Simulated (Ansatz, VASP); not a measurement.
**GaP: VASP beside Ansatz**

The input INCAR:

```
SYSTEM = GaP
PREC     = Accurate       ! precision mode
ENCUT    = 520            ! plane-wave cutoff, eV
EDIFF    = 1E-7           ! SCF threshold, eV
ISMEAR   = 0              ! smearing method
SIGMA    = 0.01           ! smearing width, eV
LREAL    = .False.        ! projectors in reciprocal space
LASPH    = .True.         ! aspherical terms in the spheres
NELM     = 150            ! most SCF steps
ALGO     = Normal         ! electronic algorithm
ISIF     = 2              ! what is computed and relaxed
LWAVE    = .False.        ! write WAVECAR
LCHARG   = .True.         ! write CHGCAR
LNONCOLLINEAR= .True.         ! non-collinear magnetism
MAGMOM   = 0 0 0 0 0 0    ! initial moments
LORBIT   = 11             ! projections on sites
LSORBIT  = .True.         ! spin-orbit coupling
GGA_COMPAT= .False.      
LORBMOM  = .True.       
GGA      = PS             ! functional
LVHAR    = .True.       
NBANDS   = 30             ! bands
```

The input KPOINTS:

```
regular mesh
0
Gamma
  8 8 8
  0 0 0
```

File POSCAR:

```
GaP
1.0
    2.7056678004      2.7056678004      0.0000000000
   -2.7056678004      2.7056678004      0.0000000000
    0.0000000000      2.7056678004      2.7304393445
Ga P
1 1
Direct
    0.0000000000      0.0000000000      0.0000000000
    0.7500000000      0.2500000000      0.5000000000
```

Input for Ansatz:

```yaml
crystal:
  lattice:
    - [2.70566780043, 2.70566780043, 0.0]
    - [-2.70566780043, 2.70566780043, 0.0]
    - [0.0, 2.70566780043, 2.73043934452]
  atoms:
    - { symbol: Ga, position: [0.0, 0.0, 0.0] }
    - { symbol: P, position: [0.75, 0.25, 0.5] }
kpoints:
  mp_grid: { grid: [8, 8, 8] }
scf:
  occupations: { method: fixed }
  convergence: { dr2_threshold: 1.0e-10 }
hamiltonian:
  xc: pbesol
  pseudopotentials: { kind: all_electron, lapw: { basis_error: 0.0005 } }
magnetization:
  noncollinear: true
  spin_orbit: true
output:
  forces: true
  stress: true
  eigenstates:
    kpoints:
      - [0.0, 0.0, 0.0]
      - [0.429517813, -0.429517812, 0.0]
      - [0.429517813, 0.429517812, 0.429517813]
      - [0.0, 0.0, 0.429517813]
      - [0.5, 0.0, 0.0]
      - [0.0, 0.5, 0.5]
      - [0.0, -0.5, 0.0]
      - [0.5, 0.0, 0.5]
      - [-0.5, -0.5, -0.5]
      - [-0.5, 0.5, 0.0]
      - [0.0, 0.0, -0.5]
  eigenvalues: true
```

Change from the starting cell: film at in-plane strain -0.005.

Alike in both runs: task single point; functional PBEsol; k mesh 8 × 8 × 8; non-collinear spin, spin-orbit coupling.

```csv
,VASP,Ansatz
version,VASP 6.6.1,Ansatz 0.2.0
potentials or method,"VASP PAW PBE potentials, release 64 (Ga_d, P), cutoff 520 eV",all-electron LAPW
occupations,"gaussian, width 0.01 eV",fixed
```

Ansatz gave:

```
pressure (GPa)                                                : 0.5
traceless stress, the component that is largest in VASP (GPa) : -0.46
net moment per atom (μB)                                      : 0.00
```

Task: What did VASP give for the same quantities?

Result: Pressure (GPa): 0.3; traceless stress, the component that is largest in VASP (GPa): -0.46; net moment per atom (μB): 0.00.

VASP's potentials were made for PBE, not for PBEsol. Ansatz ran all-electron here, and VASP with PAW potentials.
